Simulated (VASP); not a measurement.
Li2Se, 3 atoms in the cell. It takes space group Fm-3m (No. 225, cubic). Conventional cell: a = 5.855 Å, b = 5.855 Å, c = 5.855 Å, α = 90.00°, β = 90.00°, γ = 90.00°. Within 3.3 Å of Li (site symmetry -43m) lie 4 Se at 2.54 Å and 6 Li at 2.93 Å. Se (site symmetry m-3m) has 8 Li at 2.54 Å within 3.3 Å.  This cell differs from its parent crystal: strain -0.025 along x and y, -0.025 along z.

* Program: VASP 6.6.1
* Task: single point
* Functional: PBE
* Potentials or basis: VASP PAW PBE potentials, release 64 (Li_sv, Se)
* Cutoff: 750 eV
* k mesh: 8 × 8 × 8
* Occupations: gaussian, width 0.05 eV
* Spin: no spin polarisation
* Dipole correction: no
* Further INCAR settings: ALGO = Normal; EDIFF = 1e-06; NBANDS = 13

Potentials or basis: VASP PAW PBE potentials, release 64 (Li_sv, Se).

Launch:

```console
$ cat potpaw_PBE.64/Li_sv/POTCAR potpaw_PBE.64/Se/POTCAR > POTCAR
$ mpirun -np 1 vasp_std > vasp.out
```

Hardware: 1 thread of AMD EPYC 9R45 96-Core Processor (Zen 5), on a shared host.

**Question.** Estimate the wall time of this run.

**Answer.** Wall time 29 s on 1 thread of AMD EPYC 9R45 96-Core Processor (Zen 5), with other jobs on the host, peak memory 0.21 GiB. Counts: scf iterations 14, k points 29.
